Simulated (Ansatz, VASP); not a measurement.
# One calculation of Fe, two programs

```
CELL_PARAMETERS angstrom
-1.36502 1.36502 1.36502
1.36502 -1.36502 1.36502
1.36502 1.36502 -1.36502
ATOMIC_POSITIONS crystal
Fe 0.00000 0.00000 0.00000
```

Alike in both runs: functional r2SCAN; k mesh 15 × 15 × 15; occupations fermi-dirac, width 0.1 eV; no spin polarisation.

Ansatz relaxed the structure, and its values are those at the end. VASP's run is a single point on that final structure, the one shown.

```csv
,VASP,Ansatz
version,VASP 6.6.1,Ansatz 0.2.0
potentials or method,"VASP PAW PBE potentials, release 64 (Fe), cutoff 520 eV","plane waves (500 eV) with PAW, scalar-relativistic"
valence electrons in the cell,8,16
```

|  | VASP | Ansatz | Ansatz less VASP |
| --- | --- | --- | --- |
| pressure (GPa) | 0.6 | 0.0 | -0.60 |

VASP's potentials were made for PBE, not for r2SCAN. VASP's potentials hold 8 valence electrons a cell and Ansatz's 16, so a difference there can come from the potentials and not from the codes.
